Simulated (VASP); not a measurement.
# MgB2 (P6/mmm) in VASP: further runs

MgB2 is run at these levels: r2SCAN; tasks: single point.

Everything below comes from runs of VASP 6.6.1. Logs are shortened: lines on timing, memory, paths and dates and some standing lists are left out, and cuts for length are marked.

**1. The cell of the first run**

The structure is hexagonal, space group P6/mmm (No. 191). The conventional cell has a = 3.070 Å, b = 3.070 Å, c = 3.507 Å, α = 90.00°, β = 90.00°, γ = 120.00°. Mg (site symmetry 6/mmm) has 12 B at 2.49 Å and 6 Mg at 3.07 Å within 3.3 Å. Within 2.4 Å of B (site symmetry -6m2) lie 3 B at 1.77 Å.

**2. Single point, r2SCAN**

The input, POSCAR:

```
MgB2
1.0
    3.0701338869      0.0000000000      0.0000000000
   -1.5350669435      2.6588139391      0.0000000000
    0.0000000000      0.0000000000      3.5072212990
Mg B
1 2
Direct
    0.0000000000      0.0000000000      0.0000000000
    0.3333333333      0.6666666667      0.5000000000
    0.6666666667      0.3333333333      0.5000000000
```

The input, INCAR.step1:

```
SYSTEM = MgB2
PREC = Accurate
ENCUT = 520
ISMEAR = -1
SIGMA = 0.1
LREAL = .FALSE.
LASPH = .TRUE.
NELM = 100
NBANDS = 11
GGA = PE
ALGO = Normal
EDIFF = 1E-4
LWAVE = .TRUE.
LCHARG = .FALSE.
```

The input, INCAR.step2:

```
SYSTEM = MgB2
PREC = Accurate
ENCUT = 520
EDIFF = 1E-6
ISMEAR = -1
SIGMA = 0.1
LREAL = .FALSE.
LASPH = .TRUE.
NELM = 100
ALGO = Normal
ISIF = 2
LWAVE = .FALSE.
LCHARG = .FALSE.
METAGGA = R2SCAN
LMIXTAU = .TRUE.
NBANDS = 11
ISTART = 1
```

The input, KPOINTS:

```
regular mesh
0
G
  12 12 8
  0 0 0
```

Potentials or basis: VASP PAW PBE potentials, release 64 (Mg, B).

Launch:

```sh
$ cat potpaw_PBE.64/Mg/POTCAR potpaw_PBE.64/B/POTCAR > POTCAR
$ cp INCAR.step1 INCAR
$ mpirun -np 1 vasp_std > vasp.out
$ cp INCAR.step2 INCAR
$ mpirun -np 1 vasp_std > vasp.out
```

OUTCAR:

```text
SYSTEM = MgB2
   PREC = Accurate
   ENCUT = 520
   EDIFF = 1E-6
   ISMEAR = -1
   LREAL = .FALSE.
   LASPH = .TRUE.
   NELM = 100
   ISIF = 2
   METAGGA = R2SCAN
   ISTART = 1

 ion  position               nearest neighbor table
   1  0.000  0.000  0.000-   2 2.49   3 2.49   2 2.49   3 2.49   3 2.49   3 2.49   2 2.49   2 2.49
                             3 2.49   3 2.49   2 2.49   2 2.49
   2  0.333  0.667  0.500-   3 1.77   3 1.77   3 1.77   1 2.49   1 2.49   1 2.49   1 2.49   1 2.49
                             1 2.49
   3  0.667  0.333  0.500-   2 1.77   2 1.77   2 1.77   1 2.49   1 2.49   1 2.49   1 2.49   1 2.49
                             1 2.49

  LATTYP: Found a hexagonal cell.
 ALAT       =     3.0701338869
 C/A-ratio  =     1.1423675410

  Lattice vectors:

 A1 = (   3.0701338869,   0.0000000000,   0.0000000000)
 A2 = (  -1.5350669435,   2.6588139391,   0.0000000000)
 A3 = (   0.0000000000,   0.0000000000,   3.5072212990)

Analysis of symmetry for initial positions (statically):
=====================================================================
 Subroutine PRICEL returns:
 Original cell was already a primitive cell.

 Routine SETGRP: Setting up the symmetry group for a
 hexagonal supercell.

 Subroutine GETGRP returns: Found 24 space group operations
 (whereof 24 operations were pure point group operations)
 out of a pool of 24 trial point group operations.

The static configuration has the point symmetry D_6h.

Analysis of symmetry for dynamics (positions and initial velocities):
=====================================================================
 Subroutine PRICEL returns:
 Original cell was already a primitive cell.

 Routine SETGRP: Setting up the symmetry group for a
 hexagonal supercell.

 Subroutine GETGRP returns: Found 24 space group operations
 (whereof 24 operations were pure point group operations)
 out of a pool of 24 trial point group operations.

The dynamic configuration has the point symmetry D_6h.

 Subroutine INISYM returns: Found 24 space group operations
 (whereof 24 operations are pure point group operations),
 and found     1 'primitive' translations

----------------------------------------------------------------------------------------

                                     Primitive cell

  volume of cell :      28.6291

  direct lattice vectors                    reciprocal lattice vectors
     3.070133887  0.000000000  0.000000000     0.325718694  0.188053776  0.000000000
[... 96 lines left out ...]
   POTIM  = 0.5000    time-step for ionic-motion
   TEBEG  =    0.0;   TEEND  =   0.0 temperature during run
   PSTRESS=    0.0 pullay stress
   NELECT =       8.0000    total number of electrons
   NUPDOWN=      -1.0000    fix difference up-down
   EMIN   =  10.00;   EMAX   =-10.00  energy-range for DOS
   EFERMI =   0.00;   METHOD = LEGACY
   ISMEAR =    -1;   SIGMA  =   0.10  broadening in eV -4-tet -1-fermi 0-gaus
   EFERMI_NEDOS =   21; number of points for ismear=-14 and -15
   IALGO  =     38    algorithm
   IMIX   =      4    mixing-type and parameters
     AMIX     =   0.40;   BMIX     =  1.00
     AMIX_MAG =   1.60;   BMIX_MAG =  1.00
  volume/ion in A,a.u.               =       9.54        64.40
  Fermi-wavevector in a.u.,A,eV,Ry     =   1.070291  2.022557 15.585794  1.145524
  Thomas-Fermi vector in A             =   2.205997
   LORBIT       =      0    0 simple, 1 ext, 2 COOP (PROOUT), +10 PAW based schemes
   METAGGA = R2SCAN    functional components
   LHFCALC =     F    Hartree Fock is set to
   AEXX    =    0.0000 exact exchange contribution
   IVDW    =     0    specifies the selected vdW correction
   LEPSILON=     F    determine dielectric tensor
   LRPA    =     F    only Hartree local field effects (RPA)
 non-spin polarized calculation
  energy-cutoff  :      520.00
  volume of cell :       28.63
 maximum number of plane-waves:       782
 NGX is ok and might be reduce to    24
   NGX = 11   NGY = 11   NGZ = 13

 number of electron       8.0000000 magnetization

 Free energy of the ion-electron system (eV)
  ---------------------------------------------------
  ext. energy  EPLUGINS =         0.00000000
  ---------------------------------------------------
  free energy    TOTEN  =       -19.41429828 eV

  energy without entropy =      -19.39249906  energy(sigma->0) =      -19.40339867

 E-fermi :   5.3993     XC(G=0): -11.5861

 val. band max:        5.3964500775   @ k =   0.2500   0.2500   0.0000
 cond. band min:       5.4375694656   @ k =   0.3333   0.1667   0.0000
 fundamental gap:      0.0411193881
 Fermi energy:         5.3993103079

 k-point     1 :       0.0000    0.0000    0.0000
  band No.  band energies     occupation
      1      -7.9276      2.00000
      2       2.2165      2.00000
      3       5.7771      0.04471
      4       5.7772      0.04469
      5       7.3746      0.00000
      6      12.0619      0.00000
      7      12.0619      0.00000
      8      14.0159      0.00000
      9      16.3062      0.00000
     10      19.3631      0.00000
     11      22.7661      0.00000
[... 309 lines left out ...]
 k-point    24 :       0.3333   -0.0000    0.1250
  band No.  band energies     occupation
      1      -5.7821      2.00000
      2      -0.0032      2.00000
      3       3.2198      2.00000
      4       3.5630      2.00000
      5       9.4678      0.00000
      6      10.4242      0.00000
      7      11.4826      0.00000
      8      15.8828      0.00000
      9      18.1384      0.00000
     10      18.8733      0.00000
     11      19.0524      0.00000

 [... further k-points ...]

------------------------ aborting loop because EDIFF is reached ----------------------------------------

  FORCE on cell =-STRESS in cart. coord.  units (eV):
  Direction    XX          YY          ZZ          XY          YZ          ZX
  --------------------------------------------------------------------------------------
  -------------------------------------------------------------------------------------
  Total       -0.0439691     -0.0439691     -0.1165766      0.0000000     -0.0000000      0.0000000
  in kB       -2.4606499     -2.4606499     -6.5239913      0.0000000     -0.0000000      0.0000000
  external PRESSURE =      -3.8150970 kB  Pullay stress =       0.0000000 kB

 VOLUME and BASIS-vectors are now :
 -----------------------------------------------------------------------------
  energy-cutoff  :      520.00
  volume of cell :       28.63
      direct lattice vectors                 reciprocal lattice vectors
     3.070133887  0.000000000  0.000000000     0.325718694  0.188053776  0.000000000
    -1.535066943  2.658813939  0.000000000     0.000000000  0.376107551  0.000000000
     0.000000000  0.000000000  3.507221299     0.000000000  0.000000000  0.285126006

 POSITION                                       TOTAL-FORCE (eV/Angst)
 -----------------------------------------------------------------------------------
      0.00000      0.00000      0.00000         0.000000      0.000000      0.000000
     -0.00000      1.77254      1.75361         0.000000      0.000000      0.000000
      1.53507      0.88627      1.75361        -0.000000      0.000000     -0.000000
 -----------------------------------------------------------------------------------
    total drift:                                0.000000     -0.000000      0.000000

  FREE ENERGIE OF THE ION-ELECTRON SYSTEM (eV)
  ---------------------------------------------------
  free  energy   TOTEN  =       -19.4142982801 eV

  energy  without entropy=      -19.3924990581  energy(sigma->0) =      -19.40339867
```

OUTCAR.step1:

```text
SYSTEM = MgB2
   PREC = Accurate
   ENCUT = 520
   ISMEAR = -1
   LREAL = .FALSE.
   LASPH = .TRUE.
   NELM = 100
[... 563 lines left out ...]
      0.00000      0.00000      0.00000         0.000000      0.000000      0.000000
     -0.00000      1.77254      1.75361         0.000000     -0.000000      0.000000
      1.53507      0.88627      1.75361        -0.000000      0.000000      0.000000
 -----------------------------------------------------------------------------------
    total drift:                                0.000000     -0.000000      0.000000

  FREE ENERGIE OF THE ION-ELECTRON SYSTEM (eV)
  ---------------------------------------------------
  free  energy   TOTEN  =       -15.3335796792 eV

  energy  without entropy=      -15.3101652470  energy(sigma->0) =      -15.32187246
```

It took 47 s on 1 thread of Intel Xeon Platinum 8488C (Sapphire Rapids), shared host; peak memory 0.16 GiB.

Results:

```
Free energy            : -19.4143 eV
Pressure               : -0.4 GPa
Band gap on the k mesh : zero (band 4 reaches 7.29 eV, above the bottom of band 5 at 3.26 eV)
```

Levels at points of the mesh, in eV from the Fermi level:
```
           k point  band 1  band 2  band 3  band 4  band 5  band 6  band 7  band 8  band 9
(0.00, 0.00, 0.00)  -13.33   -3.18    0.38    0.38    1.98    6.66    6.66    8.62   10.91
(0.50, 0.00, 0.00)   -9.25   -8.36   -2.36    0.18    3.30    4.14    5.81    7.98   13.68
(0.00, 0.00, 0.50)  -12.03   -7.83    0.78    0.78    6.98    6.98    8.65   10.57   11.04
(0.50, 0.00, 0.50)   -8.23   -7.44   -3.81   -2.06   -1.26    6.10    9.58    9.78   14.31
```

Caveat: the PAW data sets were made with another functional, which shifts forces and pressure a little.

**3. Single point, r2SCAN**

The input, POSCAR:

```
MgB2
1.0
    3.0700901597      0.0000000000      0.0000000000
   -1.5350450799      2.6587760702      0.0000000000
    0.0000000000      0.0000000000      3.5071158594
Mg B
1 2
Direct
    0.0000000000      0.0000000000      0.0000000000
    0.3333333333      0.6666666667      0.5000000000
    0.6666666667      0.3333333333      0.5000000000
```

The input, INCAR.step1:

```
SYSTEM = MgB2
  PREC = Accurate
  ENCUT = 520
  ISMEAR = -1
  SIGMA = 0.1
  LREAL = .False.
  LASPH = .True.
  NELM = 100
  NBANDS = 11
  GGA = PE
  ALGO = Normal
  EDIFF = 1E-4
  LWAVE = .True.
  LCHARG = .False.
```

The input, INCAR.step2:

```
SYSTEM = MgB2
  PREC = Accurate
  ENCUT = 520
  EDIFF = 1E-6
  ISMEAR = -1
  SIGMA = 0.1
  LREAL = .False.
  LASPH = .True.
  NELM = 100
  ALGO = Normal
  ISIF = 2
  LWAVE = .False.
  LCHARG = .False.
  METAGGA = R2SCAN
  LMIXTAU = .True.
  NBANDS = 11
  ISTART = 1
```

The input, KPOINTS:

```
Automatic mesh
0
Gamma
  12 12 8
  0 0 0
```

Potentials or basis: VASP PAW PBE potentials, release 64 (Mg, B).

Launch:

```sh
$ cat potpaw_PBE.64/Mg/POTCAR potpaw_PBE.64/B/POTCAR > POTCAR
$ cp INCAR.step1 INCAR
$ mpirun -np 1 vasp_std > vasp.out
$ cp INCAR.step2 INCAR
$ mpirun -np 1 vasp_std > vasp.out
```

Wall time 42 s (1 thread of Intel Xeon Platinum 8488C (Sapphire Rapids), shared host); peak memory 0.16 GiB.

Results (log left out):

```yaml
Free_energy: -19.4143 eV
Pressure: -0.4 GPa
Band_gap_on_the_k_mesh: zero (band 4 reaches 7.29 eV, above the bottom of band 5 at 3.26 eV)
```

Stress tensor (GPa, compression positive):
```
-0.24  0.00  0.00
 0.00 -0.24  0.00
 0.00  0.00 -0.64
```

Levels at points of the mesh, in eV from the Fermi level:
```tsv
k point	band 1	band 2	band 3	band 4	band 5	band 6	band 7	band 8	band 9
(0.00, 0.00, 0.00)	-13.33	-3.18	0.38	0.38	1.98	6.66	6.66	8.62	10.91
(0.50, 0.00, 0.00)	-9.25	-8.36	-2.36	0.18	3.30	4.14	5.81	7.98	13.68
(0.00, 0.00, 0.50)	-12.03	-7.83	0.78	0.78	6.98	6.98	8.65	10.57	11.04
(0.50, 0.00, 0.50)	-8.23	-7.44	-3.81	-2.06	-1.26	6.10	9.58	9.78	14.31
```

Caveat: the PAW data sets were made with another functional, which shifts forces and pressure a little.

**4. Single point, r2SCAN**

POSCAR is that of step 3.

The input, INCAR.step1:

```
SYSTEM = MgB2
  PREC = Accurate
  ENCUT = 660
  ISMEAR = -1
  SIGMA = 0.1
  LREAL = .False.
  LASPH = .True.
  NELM = 120
  NBANDS = 15
  GGA = PE
  ALGO = Normal
  EDIFF = 1E-5
  LWAVE = .True.
  LCHARG = .False.
  GGA_COMPAT = .False.
```

The input, INCAR.step2:

```
SYSTEM = MgB2
  PREC = Accurate
  ENCUT = 660
  EDIFF = 1E-6
  ISMEAR = -1
  SIGMA = 0.1
  LREAL = .False.
  LASPH = .True.
  NELM = 120
  ALGO = Normal
  ISIF = 2
  LWAVE = .False.
  LCHARG = .False.
  METAGGA = R2SCAN
  LMIXTAU = .True.
  NBANDS = 15
  ISTART = 1
  GGA_COMPAT = .False.
```

KPOINTS is that of step 3.

Potentials or basis: VASP PAW PBE potentials, release 64 (Mg_sv, B).

Launch:

```sh
$ cat potpaw_PBE.64/Mg_sv/POTCAR potpaw_PBE.64/B/POTCAR > POTCAR
$ cp INCAR.step1 INCAR
$ mpirun -np 1 vasp_std > vasp.out
$ cp INCAR.step2 INCAR
$ mpirun -np 1 vasp_std > vasp.out
```

Wall time 1.9 min (1 thread of Intel Xeon 6975P-C (Granite Rapids), shared host); peak memory 0.2 GiB.

Results (log left out):

```yaml
Free_energy: -19.4458 eV
Pressure: -0.1 GPa
Band_gap_on_the_k_mesh: zero (band 8 reaches 7.11 eV, above the bottom of band 9 at 3.10 eV)
```

Stress tensor (GPa, compression positive):
```
-0.13  0.00  0.00
 0.00 -0.13  0.00
 0.00  0.00  0.08
```

Levels at points of the mesh, in eV from the Fermi level:
| k point | band 6 | band 7 | band 8 | band 9 | band 10 | band 11 |
| --- | --- | --- | --- | --- | --- | --- |
| (0.00, 0.00, 0.00) | -3.18 | 0.37 | 0.37 | 2.00 | 6.67 | 6.67 |
| (0.50, 0.00, 0.00) | -8.36 | -2.36 | 0.17 | 3.30 | 4.14 | 5.83 |
| (0.00, 0.00, 0.50) | -7.82 | 0.78 | 0.78 | 6.97 | 6.97 | 8.64 |
| (0.50, 0.00, 0.50) | -7.43 | -3.79 | -2.06 | -1.24 | 6.11 | 9.61 |

Caveat: the PAW data sets were made with another functional, which shifts forces and pressure a little.
